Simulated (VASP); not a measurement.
Set up this calculation in VASP 6.6.1, as the native input.

| Item | Value |
| --- | --- |
| Task | single point |
| Functional | PBEsol |
| Potentials or basis | VASP PAW PBE potentials, release 64 (K_sv, Au, In_d, Si) |
| Cutoff | 520 eV |
| k mesh | 3 × 3 × 4 |
| Occupations | methfessel-paxton, width 0.0209 eV |
| Spin | no spin polarisation |
| Dipole correction | no |
| Further INCAR settings | ALGO = Normal; EDIFF = 1e-06; NBANDS = 52 |

The structure of K3In3Si2Au lies in POSCAR:

```
K3In3Si2Au
1.0
    7.8696250000      0.0000000000      0.0000000000
   -3.9348120000      6.8153000000      0.0000000000
    0.0000000000      0.0000000000      4.7560060000
K Au In Si
3 1 3 2
Direct
    0.4197000000      0.0000000000      0.5000000000
    0.5803000000      0.5803000000      0.5000000000
    0.0000000000      0.4197000000      0.5000000000
    0.0000000000      0.0000000000      0.5000000000
    0.7512000000      0.0000000000      0.0000000000
    0.2488000000      0.2488000000      0.0000000000
    0.0000000000      0.7512000000      0.0000000000
    0.3333000000      0.6667000000      0.0000000000
    0.6667000000      0.3333000000      0.0000000000
```

One way to write it, as run:

INCAR

```
PREC = Accurate
ENCUT = 520
EDIFF = 1E-6
ISMEAR = 1
SIGMA = 0.0209
LREAL = F
LASPH = T
NELM = 100
ALGO = Normal
ISIF = 2
LWAVE = F
LCHARG = F
GGA = PS
NBANDS = 52
```

KPOINTS

```
Automatic mesh
0
Gamma
  3 3 4
```

Potentials or basis: VASP PAW PBE potentials, release 64 (K_sv, Au, In_d, Si).

Command:

```sh
$ cat potpaw_PBE.64/K_sv/POTCAR potpaw_PBE.64/Au/POTCAR potpaw_PBE.64/In_d/POTCAR potpaw_PBE.64/Si/POTCAR > POTCAR
$ mpirun -np 1 vasp_std > vasp.out
```

Results of the run:

| Item | Value |
| --- | --- |
| Pressure | -2.4 GPa |
| Largest force | 0.085 eV/Å |
| Band gap on the k mesh | zero (an odd number of electrons rules out a gap without spin polarisation) |

Caveat: the PAW data sets were made with another functional, which shifts forces and pressure a little; spin-orbit coupling is left out, which moves the levels of the heavy elements.

Wall time 5.4 min on 1 thread of Intel Xeon 8259CL, with other jobs on the host, peak memory 0.43 GiB.
